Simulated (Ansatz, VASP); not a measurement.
## SiC in VASP and in Ansatz

Contents of INCAR:

```
PREC = Accurate
ENCUT = 600
EDIFF = 1E-6
ISMEAR = 0
SIGMA = 0.05
LREAL = F
LASPH = T
NELM = 120
ALGO = Normal
ISIF = 2
LWAVE = F
LCHARG = F
GGA = PS
NBANDS = 11
GGA_COMPAT = F
```

File KPOINTS:

```
regular mesh
0
Gamma
  16 16 16
```

File POSCAR:

```
SiC
1.0
    0.0000000000      2.0200000000      2.0200000000
    2.0200000000      0.0000000000      2.0200000000
    2.0200000000      2.0200000000      0.0000000000
Si C
1 1
Direct
    0.0000000000      0.0000000000      0.0000000000
    0.5000000000      0.5000000000      0.5000000000
```

Input for Ansatz:

```yaml
crystal:
  lattice:
    - [0.0, 2.02, 2.02]
    - [2.02, 0.0, 2.02]
    - [2.02, 2.02, 0.0]
  atoms:
    - { symbol: Si, position: [0.0, 0.0, 0.0] }
    - { symbol: C, position: [0.5, 0.5, 0.5] }
scf:
  occupations: { method: gaussian, width: 0.05 }
output:
  forces: true
  stress: true
  eigenvalues: true
hamiltonian:
  xc: pbesol
basis:
  ecutwfc: 560
kpoints:
  mp_grid: { grid: [16, 16, 16] }
```

Alike in both runs: task single point; functional PBEsol; k mesh 16 × 16 × 16; occupations gaussian, width 0.05 eV; no spin polarisation.

|  | VASP | Ansatz |
| --- | --- | --- |
| version | VASP 6.6.1 | Ansatz 0.2.0 |
| potentials or method | VASP PAW PBE potentials, release 64 (Si, C), cutoff 600 eV | scalar-relativistic, plane waves, PAW |
| valence electrons in the cell | 8 | 8 |

|  | VASP | Ansatz | Ansatz less VASP |
| --- | --- | --- | --- |
| gap on the k mesh at the Fermi level (eV) | none | none | - |
| pressure (GPa) | -0.7 | -1.1 | -0.41 |

VASP's potentials were made for PBE, not for PBEsol. A gap of «none» marks a metal or a gap that the smearing closes.
